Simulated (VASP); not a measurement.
# Zr2GaAs3 (P6/mmm) in VASP: notebook, part 2 of 2

VASP 6.6.1.

**3. Relaxation of cell and atoms, PBE**

This run uses another cell than the first one, of 20.37 Å³/atom.

Contents of INCAR:

```
PREC = Accurate ; ENCUT = 600
EDIFF = 1E-6 ; ISMEAR = 0
SIGMA = 0.1 ; LREAL = False
LASPH = True ; NELM = 100
ALGO = Normal ; ISIF = 3
LWAVE = False ; LCHARG = False
GGA = PE ; IBRION = 2
NSW = 90 ; EDIFFG = -0.04
```

Contents of KPOINTS:

```
regular mesh
0
Gamma
  6 6 4
```

Contents of POSCAR:

```
Zr2GaAs3
1.0
    4.5292386300      0.0000000000      0.0000000000
   -2.2646193100      3.9224357100      0.0000000000
    0.0000000000      0.0000000000      6.8803632600
Zr Ga As
2 1 3
Direct
    0.0000000000      0.0000000000      0.2454942900
    0.0000000000      0.0000000000      0.7545057100
    0.0000000000      0.0000000000      0.5000000000
    0.3333333300      0.6666666700      0.0000000000
    0.6666666700      0.3333333300      0.0000000000
    0.0000000000      0.0000000000      0.0000000000
```

Potentials or basis: VASP PAW PBE potentials, release 64 (Zr_sv, Ga_d, As).

The run is started by

```sh
$ cat potpaw_PBE.64/Zr_sv/POTCAR potpaw_PBE.64/Ga_d/POTCAR potpaw_PBE.64/As/POTCAR > POTCAR
$ mpirun -np 1 vasp_std > vasp.out
```

OUTCAR:

```text
PREC = Accurate
   ENCUT = 600
   EDIFF = 1E-6
   ISMEAR = 0
   LREAL = False
   LASPH = True
   NELM = 100
   ISIF = 3
   GGA = PE
   IBRION = 2
   NSW = 90
   EDIFFG = -0.04

 ion  position               nearest neighbor table
   1  0.000  0.000  0.245-   6 1.69   3 1.75   5 3.11   4 3.11   4 3.11   5 3.11   5 3.11   4 3.11
                             2 3.38   2 3.50
   2  0.000  0.000  0.755-   6 1.69   3 1.75   5 3.11   4 3.11   4 3.11   5 3.11   5 3.11   4 3.11
                             1 3.38   1 3.50
   3  0.000  0.000  0.500-   1 1.75   2 1.75
   4  0.333  0.667  0.000-   5 2.61   6 2.61   5 2.61   6 2.61   6 2.61   5 2.61   1 3.11   2 3.11
                             1 3.11   2 3.11   1 3.11   2 3.11
   5  0.667  0.333  0.000-   4 2.61   6 2.61   4 2.61   6 2.61   6 2.61   4 2.61   1 3.11   2 3.11
                             2 3.11   1 3.11   2 3.11   1 3.11
   6  0.000  0.000  0.000-   1 1.69   2 1.69   4 2.61   5 2.61   4 2.61   5 2.61   5 2.61   4 2.61

 -----------------------------------------------------------------------------
|                                                                             |
|           W    W    AA    RRRRR   N    N  II  N    N   GGGG   !!!           |
|           W    W   A  A   R    R  NN   N  II  NN   N  G    G  !!!           |
|           W    W  A    A  R    R  N N  N  II  N N  N  G       !!!           |
|           W WW W  AAAAAA  RRRRR   N  N N  II  N  N N  G  GGG   !            |
|           WW  WW  A    A  R   R   N   NN  II  N   NN  G    G                |
|           W    W  A    A  R    R  N    N  II  N    N   GGGG   !!!           |
|                                                                             |
|     The distance between some ions is very small. Please check the          |
|     nearest-neighbor list in the OUTCAR file.                               |
|     I HOPE YOU KNOW WHAT YOU ARE DOING!                                     |
|                                                                             |
 -----------------------------------------------------------------------------

  LATTYP: Found a hexagonal cell.
 ALAT       =     4.5292386300
 C/A-ratio  =     1.5190993061

  Lattice vectors:

 A1 = (   4.5292386300,   0.0000000000,   0.0000000000)
 A2 = (  -2.2646193100,   3.9224357100,   0.0000000000)
 A3 = (   0.0000000000,   0.0000000000,   6.8803632600)

Analysis of symmetry for initial positions (statically):
=====================================================================
[... 144 lines left out ...]
   EFERMI_NEDOS =   21; number of points for ismear=-14 and -15
   IALGO  =     38    algorithm
   IMIX   =      4    mixing-type and parameters
     AMIX     =   0.40;   BMIX     =  1.00
     AMIX_MAG =   1.60;   BMIX_MAG =  1.00
  volume/ion in A,a.u.               =      20.37       137.48
  Fermi-wavevector in a.u.,A,eV,Ry     =   1.231247  2.326719 20.626009  1.515969
  Thomas-Fermi vector in A             =   2.366064
   LORBIT       =      0    0 simple, 1 ext, 2 COOP (PROOUT), +10 PAW based schemes
   GGA     = PE    functional components
   LHFCALC =     F    Hartree Fock is set to
   AEXX    =    0.0000 exact exchange contribution
   IVDW    =     0    specifies the selected vdW correction
   LEPSILON=     F    determine dielectric tensor
   LRPA    =     F    only Hartree local field effects (RPA)
 conjugate gradient relaxation of ions
 non-spin polarized calculation
 Gauss-broadening in eV      SIGMA  =   0.10
  energy-cutoff  :      600.00
  volume of cell :      122.23
 maximum number of plane-waves:      4128
   NGX = 19   NGY = 19   NGZ = 27

--------------------------------------- Ionic step        1  -------------------------------------------

 number of electron      51.9999990 magnetization

 Free energy of the ion-electron system (eV)
  ---------------------------------------------------
  ext. energy  EPLUGINS =         0.00000000
  ---------------------------------------------------
  free energy    TOTEN  =        11.36028606 eV

  energy without entropy =       11.38688674  energy(sigma->0) =       11.37358640

 E-fermi :   7.2549     XC(G=0): -10.1053

 val. band max:        7.2481861827   @ k =   0.5000   0.0000   0.2500
 cond. band min:       7.2898853519   @ k =   0.0000   0.0000   0.5000
 fundamental gap:      0.0416991692
 Fermi energy:         7.2548685137
[... 1546 lines left out ...]
  FREE ENERGIE OF THE ION-ELECTRON SYSTEM (eV)
  ---------------------------------------------------
  free  energy   TOTEN  =       -19.7294218631 eV

  energy  without entropy=      -19.6626588930  energy(sigma->0) =      -19.69604038

[... ionic steps 4 to 19 ...]

--------------------------------------- Ionic step       20  -------------------------------------------

 number of electron      51.9999975 magnetization

------------------------ aborting loop because EDIFF is reached ----------------------------------------
[... 75 lines left out ...]
--------------------------------------- Ionic step       22  -------------------------------------------

 number of electron      51.9999983 magnetization

 Free energy of the ion-electron system (eV)
  ---------------------------------------------------
  ext. energy  EPLUGINS =         0.00000000
  ---------------------------------------------------
  free energy    TOTEN  =       -27.10564804 eV

  energy without entropy =      -27.06743870  energy(sigma->0) =      -27.08654337

 E-fermi :   3.0311     XC(G=0):  -8.3363

 val. band max:        3.0252610357   @ k =   0.3333   0.1667   0.0000
 cond. band min:       3.0698307489   @ k =   0.1667   0.1667   0.2500
 fundamental gap:      0.0445697132
 Fermi energy:         3.0310686830
[... 745 lines left out ...]
  FREE ENERGIE OF THE ION-ELECTRON SYSTEM (eV)
  ---------------------------------------------------
  free  energy   TOTEN  =       -27.1056480426 eV

  energy  without entropy=      -27.0674387020  energy(sigma->0) =      -27.08654337

 reached required accuracy - stopping structural energy minimisation
```

Run time: 18 min. Hardware: 1 thread of Intel Xeon 6975P-C (Granite Rapids), shared host; peak memory 0.32 GiB.

What came out:

* Free energy: -27.1056 eV
* Relaxed volume: 33.95 Å³/atom
* Relaxed cell: a = 4.716 Å, b = 4.716 Å, c = 10.575 Å, α = 90.00°, β = 90.00°, γ = 120.00°
* Space group after relaxing (to 0.1 Å): P6/mmm (No. 191)
* Pressure after relaxing: 0.0 GPa
* Largest force after relaxing: 0.024 eV/Å
* Band gap on the k mesh: zero (bands 26 and 27 overlap by 0.44 eV)

Forces on the atoms (eV/Å):
```
Zr   0.000  0.000  0.024
Zr   0.000  0.000 -0.024
Ga   0.000  0.000  0.000
As   0.000  0.000  0.000
As   0.000  0.000  0.000
As   0.000  0.000  0.000
```

Final structure:
```
Zr Ga As
1.0
     4.71635    0.00000    0.00000
    -2.35817    4.08448    0.00000
     0.00000    0.00000   10.57480
Zr Ga As
2 1 3
Cartesian
  0.0000 0.0000 2.5017
  0.0000 0.0000 8.0731
  0.0000 0.0000 5.2874
  0.0000 2.7230 0.0000
  2.3582 1.3615 0.0000
  0.0000 0.0000 0.0000
```

Caveat: the volume moved by over 15 % at a fixed basis, so the end points are rough.
